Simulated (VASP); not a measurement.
# Zn12H (a cell with a defect) in VASP: further runs

Zn12H (a cell with a defect) is run at these levels: PBE; tasks: single point.

Everything below comes from runs of VASP 6.6.1. Logs are shortened: lines on timing, memory, paths and dates and some standing lists are left out, and cuts for length are marked.

## Step 1: The cell of the first run

The cell holds a defect, 13 atoms: a = 5.320 Å, b = 7.980 Å, c = 4.937 Å, α = 90.00°, β = 90.00°, γ = 120.00°.

## Step 2: Single point, PBE

The input, INCAR:

```
SYSTEM = Zn12H
ALGO = Normal
EDIFF = 1E-6
ENCUT = 520
GGA = PE
ISIF = 2
ISMEAR = 0
LASPH = .True.
LCHARG = .False.
LREAL = .False.
LWAVE = .False.
NBANDS = 84
NELM = 100
PREC = Accurate
SIGMA = 0.15
```

The input, KPOINTS:

```
k-points
0
Gamma
  5 3 4
  0 0 0
```

The input, POSCAR:

```
Zn12H
1.0
    5.3200000000      0.0000000000      0.0000000000
   -3.9900000000      6.9108830000      0.0000000000
    0.0000000000      0.0000000000      4.9369600000
Zn H
12 1
Direct
   -0.0136812764      0.0069161929     -0.0061547997
    0.1153575890      0.2078264094      0.4662893765
   -0.0110980449      0.3451687722      0.0146231689
    0.1543098251      0.5601459321      0.5172987020
   -0.0120808340      0.6757220459      0.0149423937
    0.1645396066      0.9026172198      0.5199661330
    0.4855732138      0.0090149117      0.0251590047
    0.6680172457      0.2184929191      0.5504950415
    0.4879276699      0.3430694746      0.0124280934
    0.6861386075      0.5948823038      0.5050267776
    0.4855078778      0.6734761680      0.0074849705
    0.6380943565      0.8884162849      0.5046176189
    0.4843833552      0.3472958521      0.5313632276
```

Potentials or basis: VASP PAW PBE potentials, release 64 (Zn, H).

The run is started by

```sh
$ cat potpaw_PBE.64/Zn/POTCAR potpaw_PBE.64/H/POTCAR > POTCAR
$ mpirun -np 1 vasp_std > vasp.out
```

OUTCAR:

```text
SYSTEM = Zn12H
   EDIFF = 1E-6
   ENCUT = 520
   GGA = PE
   ISIF = 2
   ISMEAR = 0
   LASPH = .True.
   LREAL = .False.
   NELM = 100
   PREC = Accurate

 ion  position               nearest neighbor table
   1  0.986  0.007  0.994-   5 2.65   7 2.65  11 2.66   7 2.68   9 2.68   3 2.69   2 2.72   6 2.80
                            12 2.90   2 2.95  12 2.99   6 3.02
   2  0.115  0.208  0.466-  13 1.74   8 2.46  12 2.55   6 2.59   3 2.71   1 2.72   4 2.73   9 2.82
                             8 2.93   1 2.95
   3  0.989  0.345  0.015-  11 2.63   5 2.64   9 2.66   9 2.66   7 2.68   1 2.69   2 2.71   8 2.73
                             4 2.87   4 2.89   8 3.03
   4  0.154  0.560  0.517-  12 2.60  10 2.64   8 2.66  10 2.70   6 2.71   2 2.73  11 2.86   3 2.87
                             3 2.89   5 2.91   5 2.93  11 2.94
   5  0.988  0.676  0.015-   3 2.64   1 2.65   7 2.65  11 2.66   9 2.66  11 2.66  10 2.80  10 2.88
                             6 2.90   4 2.91   4 2.93   6 2.95
   6  0.165  0.903  0.520-  10 2.50  12 2.58   2 2.59   8 2.61   4 2.71  12 2.75   1 2.80   7 2.86
                             7 2.90   5 2.90   5 2.95   1 3.02
   7  0.486  0.009  0.025-   1 2.65   5 2.65   9 2.66   1 2.68  11 2.68   3 2.68   8 2.76  12 2.82
                             6 2.86   6 2.90   8 2.97  12 2.99
   8  0.668  0.218  0.550-  13 1.74   2 2.46  12 2.57   6 2.61   4 2.66   3 2.73   7 2.76   9 2.84
                             2 2.93  10 2.97   7 2.97   3 3.03
   9  0.488  0.343  0.012-  11 2.64   3 2.66   5 2.66   7 2.66   3 2.66   1 2.68   2 2.82   8 2.84
                            10 2.99
  10  0.686  0.595  0.505-  13 1.72  12 2.48   6 2.50   4 2.64   4 2.70   5 2.80  11 2.87   5 2.88
                            11 2.89   8 2.97   9 2.99
  11  0.486  0.673  0.007-   3 2.63   9 2.64   5 2.66   1 2.66   5 2.66   7 2.68   4 2.86  12 2.87
                            10 2.87  10 2.89  12 2.89   4 2.94
  12  0.638  0.888  0.505-  10 2.48   2 2.55   8 2.57   6 2.58   4 2.60   6 2.75   7 2.82  11 2.87
                            11 2.89   1 2.90   1 2.99   7 2.99
  13  0.484  0.347  0.531-  10 1.72   2 1.74   8 1.74

  LATTYP: Found a simple monoclinic cell.
 ALAT       =     5.3200000000
 B/A-ratio  =     0.9280000000
 C/A-ratio  =     1.3228757068
 COS(beta)  =    -0.1889822292

  Lattice vectors:

 A1 = (   5.3200000000,   0.0000000000,   0.0000000000)
 A2 = (   0.0000000000,   0.0000000000,   4.9369600000)
 A3 = (  -1.3300000000,  -6.9108830000,   0.0000000000)

Analysis of symmetry for initial positions (statically):
=====================================================================
 Subroutine PRICEL returns:
 Original cell was already a primitive cell.

 Routine SETGRP: Setting up the symmetry group for a
 simple monoclinic supercell.

 Subroutine GETGRP returns: Found  1 space group operations
 (whereof  1 operations were pure point group operations)
 out of a pool of  4 trial point group operations.

The static configuration has the point symmetry C_1 .

Analysis of symmetry for dynamics (positions and initial velocities):
=====================================================================
 Subroutine PRICEL returns:
 Original cell was already a primitive cell.

 Routine SETGRP: Setting up the symmetry group for a
 simple monoclinic supercell.

 Subroutine GETGRP returns: Found  1 space group operations
 (whereof  1 operations were pure point group operations)
 out of a pool of  4 trial point group operations.

The dynamic configuration has the point symmetry C_1 .

 Subroutine INISYM returns: Found  1 space group operations
 (whereof  1 operations are pure point group operations),
 and found     1 'primitive' translations

----------------------------------------------------------------------------------------

                                     Primitive cell

  volume of cell :     181.5118

  direct lattice vectors                    reciprocal lattice vectors
     5.320000000  0.000000000  0.000000000     0.187969925  0.108524482  0.000000000
    -3.990000000  6.910883000  0.000000000     0.000000000  0.144699310  0.000000000
     0.000000000  0.000000000  4.936960000     0.000000000  0.000000000  0.202553798

  length of vectors
     5.320000000  7.980000241  4.936960000     0.217048971  0.144699310  0.202553798

  position of ions in fractional coordinates (direct lattice)
     0.986318724  0.006916193  0.993845200
     0.115357589  0.207826409  0.466289377
     0.988901955  0.345168772  0.014623169
     0.154309825  0.560145932  0.517298702
     0.987919166  0.675722046  0.014942394
[... 36 lines left out ...]
     0.037593985  0.021704896  0.000000000     0.200000000  0.000000000  0.000000000
     0.000000000  0.048233103  0.000000000     0.000000000  0.333333333  0.000000000
     0.000000000  0.000000000  0.050638450     0.000000000  0.000000000  0.250000000

  Length of vectors
     0.043409794  0.048233103  0.050638450

  Shift w.r.t. Gamma in fractional coordinates (k-lattice)
     0.000000000  0.000000000  0.000000000

 Subroutine IBZKPT returns following result:
 ===========================================

 Found     31 irreducible k-points:

 Following reciprocal coordinates:
            Coordinates               Weight
  0.000000  0.000000  0.000000      1.000000
  0.200000  0.000000  0.000000      2.000000
  0.400000  0.000000  0.000000      2.000000
  0.000000  0.333333  0.000000      2.000000
  0.200000  0.333333  0.000000      2.000000
  0.400000  0.333333  0.000000      2.000000
[... 16 lines left out ...]
  0.200000 -0.333333  0.250000      2.000000
  0.000000  0.000000  0.500000      1.000000
 [... further k-points ...]
   k-points           NKPTS =     31   k-points in BZ     NKDIM =     31   number of bands    NBANDS=     84
   number of dos      NEDOS =    301   number of ions     NIONS =     13
   total plane-waves  NPLWV =  96000
   dimension x,y,z NGX =    40 NGY =   60 NGZ =   40
   dimension x,y,z NGXF=    80 NGYF=  120 NGZF=   80
   ions per type =              12   1
   NGX,Y,Z   is equivalent  to a cutoff of  12.50, 12.50, 13.47 a.u.
   NGXF,Y,Z  is equivalent  to a cutoff of  25.00, 25.00, 26.94 a.u.
 SYSTEM =  Zn12H
   PREC   = accura    normal or accurate (medium, high low for compatibility)
   ISTART =      0    job   : 0-new  1-cont  2-samecut
   ICHARG =      2    charge: 1-file 2-atom 10-const
   ISPIN  =      1    spin polarized calculation?
   LNONCOLLINEAR =      F non collinear calculations
   LSORBIT =      F    spin-orbit coupling
   LASPH  =      T    aspherical Exc in radial PAW
   ENCUT  =  520.0 eV  38.22 Ry    6.18 a.u.   9.89 14.84  9.18*2*pi/ulx,y,z
   NELM   =    100;   NELMIN=  2; NELMDL= -5     # of ELM steps
   EDIFF  = 0.1E-05   stopping-criterion for ELM
   LREAL  =      F    real-space projection
   EDIFFG = 0.1E-04   stopping-criterion for IOM
   NSW    =      0    number of steps for IOM
   IBRION =     -1    ionic relax: 0-MD 1-quasi-New 2-CG
   NFREE  =      0    steps in history (QN), initial steepest desc. (CG)
   ISIF   =      2    stress and relaxation
   ISYM   =      2    0-nonsym 1-usesym 2-fastsym
   POTIM  = 0.5000    time-step for ionic-motion
   TEBEG  =    0.0;   TEEND  =   0.0 temperature during run
   PSTRESS=    0.0 pullay stress
   NELECT =     145.0000    total number of electrons
   NUPDOWN=      -1.0000    fix difference up-down
   EMIN   =  10.00;   EMAX   =-10.00  energy-range for DOS
   EFERMI =   0.00;   METHOD = LEGACY
   ISMEAR =     0;   SIGMA  =   0.15  broadening in eV -4-tet -1-fermi 0-gaus
   EFERMI_NEDOS =   21; number of points for ismear=-14 and -15
   IALGO  =     38    algorithm
   IMIX   =      4    mixing-type and parameters
     AMIX     =   0.40;   BMIX     =  1.00
     AMIX_MAG =   1.60;   BMIX_MAG =  1.00
  volume/ion in A,a.u.               =      13.96        94.22
  Fermi-wavevector in a.u.,A,eV,Ry     =   1.519017  2.870525 31.394246  2.307412
  Thomas-Fermi vector in A             =   2.628059
   LORBIT       =      0    0 simple, 1 ext, 2 COOP (PROOUT), +10 PAW based schemes
   GGA     = PE    functional components
   LHFCALC =     F    Hartree Fock is set to
   AEXX    =    0.0000 exact exchange contribution
   IVDW    =     0    specifies the selected vdW correction
   LEPSILON=     F    determine dielectric tensor
   LRPA    =     F    only Hartree local field effects (RPA)
 non-spin polarized calculation
 Gauss-broadening in eV      SIGMA  =   0.15
  energy-cutoff  :      520.00
  volume of cell :      181.51
 maximum number of plane-waves:      4908
   NGX = 19   NGY = 29   NGZ = 19

 number of electron     144.9999990 magnetization

 Free energy of the ion-electron system (eV)
  ---------------------------------------------------
  ext. energy  EPLUGINS =         0.00000000
  ---------------------------------------------------
  free energy    TOTEN  =       -15.46207114 eV

  energy without entropy =      -15.42393682  energy(sigma->0) =      -15.44300398

 E-fermi :   3.4287     XC(G=0): -11.6351

 val. band max:        3.4254617929   @ k =   0.0000   0.3333   0.5000
 cond. band min:       3.4350060895   @ k =   0.0000   0.0000   0.0000
 fundamental gap:      0.0095442966
 Fermi energy:         3.4286628299

 k-point     1 :       0.0000    0.0000    0.0000
  band No.  band energies     occupation
      1      -7.6926      2.00000
      2      -6.0241      2.00000
      3      -5.3984      2.00000
      4      -5.3039      2.00000
      5      -5.2042      2.00000
      6      -5.1425      2.00000
[... 2077 lines left out ...]
     83       8.1259      0.00000
     84       8.1855      0.00000

 [... further k-points ...]
[... 5 lines left out ...]
  --------------------------------------------------------------------------------------
  -------------------------------------------------------------------------------------
  Total        4.3120693      6.7911934      2.2837767      0.1729920      0.1070117     -0.1797103
  in kB       38.0619937     59.9448529     20.1585571      1.5269749      0.9445760     -1.5862760
  external PRESSURE =      39.3884679 kB  Pullay stress =       0.0000000 kB

 VOLUME and BASIS-vectors are now :
 -----------------------------------------------------------------------------
  energy-cutoff  :      520.00
  volume of cell :      181.51
      direct lattice vectors                 reciprocal lattice vectors
     5.320000000  0.000000000  0.000000000     0.187969925  0.108524482  0.000000000
    -3.990000000  6.910883000  0.000000000     0.000000000  0.144699310  0.000000000
     0.000000000  0.000000000  4.936960000     0.000000000  0.000000000  0.202553798

 POSITION                                       TOTAL-FORCE (eV/Angst)
 -----------------------------------------------------------------------------------
      5.21962      0.04780      4.90657        -0.005180     -0.005618     -0.007030
     -0.21553      1.43626      2.30205        -0.024440     -0.002050     -0.005247
      3.88374      2.38542      0.07219        -0.002581      0.004519     -0.005289
     -1.41405      3.87110      2.55388         0.003518     -0.003450     -0.005236
      2.55960      4.66984      0.07377         0.002377      0.002452     -0.000698
     -2.72609      6.23788      2.56705         0.000258     -0.004877      0.005954
      2.54728      0.06230      0.12421         0.002649     -0.000888     -0.001711
      2.68206      1.50998      2.71777         0.033671     -0.025065     -0.018579
      1.22693      2.37091      0.06136         0.003646      0.006601      0.010222
      1.27668      4.11116      2.49330        -0.015049      0.012451     -0.023345
     -0.10427      4.65432      0.03695         0.000586      0.003011     -0.003310
     -0.15012      6.13974      2.49128         0.007253      0.007643      0.010692
      1.19121      2.40012      2.62332        -0.006707      0.005273      0.043577
 -----------------------------------------------------------------------------------
    total drift:                               -0.000507      0.001111     -0.002198

  FREE ENERGIE OF THE ION-ELECTRON SYSTEM (eV)
  ---------------------------------------------------
  free  energy   TOTEN  =       -15.4620711425 eV

  energy  without entropy=      -15.4239368215  energy(sigma->0) =      -15.44300398
```

Wall time 13 min (1 thread of Intel Xeon 8259CL, shared host); peak memory 0.5 GiB.

What came out:

* Free energy: -15.4621 eV
* Pressure: 3.9 GPa
* Largest force: 0.046 eV/Å
* Band gap on the k mesh: zero (an odd number of electrons rules out a gap without spin polarisation)

Forces on the atoms (eV/Å):
```
Zn  -0.005 -0.006 -0.007
Zn  -0.024 -0.002 -0.005
Zn  -0.003  0.005 -0.005
Zn   0.004 -0.003 -0.005
Zn   0.002  0.002 -0.001
Zn   0.000 -0.005  0.006
Zn   0.003 -0.001 -0.002
Zn   0.034 -0.025 -0.019
Zn   0.004  0.007  0.010
Zn  -0.015  0.012 -0.023
Zn   0.001  0.003 -0.003
Zn   0.007  0.008  0.011
H   -0.007  0.005  0.044
```

## Step 3: Single point, PBE

The input, INCAR:

```
SYSTEM = Zn12H
  PREC = Accurate
  ENCUT = 520
  EDIFF = 1E-6
  ISMEAR = 0
  SIGMA = 0.15
  LREAL = .False.
  LASPH = .True.
  NELM = 60
  ALGO = Normal
  ISIF = 2
  LWAVE = .False.
  LCHARG = .False.
  GGA = PE
  NBANDS = 84
```

The input, KPOINTS:

```
regular mesh
0
Gamma
  5 3 4
  0 0 0
```

The input, POSCAR:

```
Zn12H
1.0
    5.3200000000      0.0000000000      0.0000000000
   -3.9900000000      6.9108830000      0.0000000000
    0.0000000000      0.0000000000      4.9369600000
Zn H
12 1
Direct
   -0.0146621371      0.0050276708      0.0057688462
    0.1272812972      0.2154783656      0.4838532279
   -0.0126443806      0.3423036568      0.0106595291
    0.1549185712      0.5626171075      0.5189540736
   -0.0106902275      0.6758742620      0.0070688083
    0.1611652322      0.9002399461      0.5201217568
    0.4872635251      0.0078553973      0.0174785781
    0.6636133133      0.2221596776      0.5062767782
    0.4873026970      0.3405002357      0.0265765707
    0.6755349233      0.5866086226      0.4820997423
    0.4843407903      0.6733049321      0.0103896162
    0.6443217246      0.8911761615      0.5240911369
    0.4862420709      0.3489063646      0.6313413358
```

Potentials or basis: VASP PAW PBE potentials, release 64 (Zn, H).

The run is started by

```sh
$ cat potpaw_PBE.64/Zn/POTCAR potpaw_PBE.64/H/POTCAR > POTCAR
$ mpirun -np 1 vasp_std > vasp.out
```

It took 10 min on 1 thread of Intel Xeon Platinum 8259CL at 2.50GHz (Skylake/Cascade Lake), shared host; peak memory 0.49 GiB.

Results (log left out):

- Free energy: -15.5090 eV
- Pressure: 3.4 GPa
- Largest force: 0.018 eV/Å
- Band gap on the k mesh: zero (an odd number of electrons rules out a gap without spin polarisation)

Forces in eV/Å, atoms in the order of the input:
```
Zn  -0.009  0.003  0.000
Zn  -0.013 -0.005  0.002
Zn   0.003 -0.004 -0.003
Zn   0.002  0.003 -0.002
Zn   0.005  0.000 -0.003
Zn   0.005  0.006 -0.001
Zn   0.002 -0.002 -0.003
Zn   0.016 -0.009 -0.003
Zn   0.000 -0.007 -0.008
Zn  -0.002  0.008  0.001
Zn   0.001  0.007 -0.001
Zn  -0.009 -0.004  0.002
H   -0.001  0.002  0.018
```

Stress tensor (GPa, compression positive):
```
 3.09  0.41 -0.07
 0.41  4.74 -0.03
-0.07 -0.03  2.25
```

Levels at points of the mesh, in eV from the Fermi level:
```tsv
k point	band 68	band 69	band 70	band 71	band 72	band 73	band 74	band 75	band 76	band 77
(0.00, 0.00, 0.00)	-3.19	-2.62	-1.42	-1.02	-0.33	0.04	0.25	0.33	1.55	1.60
(0.00, 0.00, 0.50)	-2.92	-2.83	-2.75	-2.38	-2.05	-0.30	-0.13	1.69	2.14	2.26
```

The gap in the log of VASP goes by the Fermi energy; the results here count the filled bands.